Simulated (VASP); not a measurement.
Write the native input for VASP 6.6.1 that does the following.

```yaml
Task: single point
Functional: PBE
Potentials_or_basis: VASP PAW PBE potentials, release 64 (B, N, H)
Cutoff: 520 eV
k_mesh: 1 × 1 × 9
Occupations: gaussian, width 0.05 eV
Spin: no spin polarisation
Dipole_correction: no
Further_INCAR_settings: LREAL = Auto; ALGO = Normal; EDIFF = 1e-06; NBANDS = 31
```

The structure of B3H10N3 lies in POSCAR:

```
B3H10N3
1.0
   13.0000000000      0.0000000000      0.0000000000
    0.0000000000     13.3000000000      0.0000000000
    0.0000000000      0.0000000000      3.9526764937
B N H
3 3 10
Direct
    0.5397209035      0.5387535667     -0.0032928113
    0.5414150644      0.4019540721      0.4838590979
    0.3997635663      0.5406757969      0.4838131033
    0.6033333414      0.4660804441      0.7593508901
    0.4654888642      0.6010681674      0.7593143267
    0.4759214763      0.4765176913      0.2563209633
    0.5986237903      0.5962360855      0.1436458488
    0.6049296697      0.3548613371      0.3179830949
    0.4844674270      0.3444881543      0.6319439707
    0.6617188161      0.5051404272      0.6460894114
    0.6378411505      0.4146353020      0.9171730356
    0.3517119693      0.6028609344      0.3179310576
    0.3408429073      0.4851370661      0.6318829160
    0.5055773400      0.6580479078      0.6460350476
    0.4129311241      0.6349044030      0.9171416128
    0.4285623449      0.4302962999      0.1178864344
```

These files were run (other wordings do the same):

INCAR

```
SYSTEM = B3H10N3
ALGO = Normal ; EDIFF = 1E-6
ENCUT = 520 ; GGA = PE
ISIF = 2 ; ISMEAR = 0
LASPH = .TRUE. ; LCHARG = .FALSE.
LREAL = Auto ; LWAVE = .FALSE.
NBANDS = 31 ; NELM = 60
PREC = Accurate ; SIGMA = 0.05
```

KPOINTS

```
k-points
0
G
  1 1 9
  0 0 0
```

Potentials or basis: VASP PAW PBE potentials, release 64 (B, N, H).

The run is started by

```sh
$ cat potpaw_PBE.64/B/POTCAR potpaw_PBE.64/N/POTCAR potpaw_PBE.64/H/POTCAR > POTCAR
$ mpirun -np 1 vasp_std > vasp.out
```

It gave:

```yaml
Largest_force: 0.023 eV/Å
Band_gap_on_the_k_mesh: 4.94 eV, direct
```

Run time: 2.1 min on 1 thread of Intel(R) Xeon(R) 6975P-C (Granite Rapids), with other jobs on the host, peak memory 0.61 GiB.
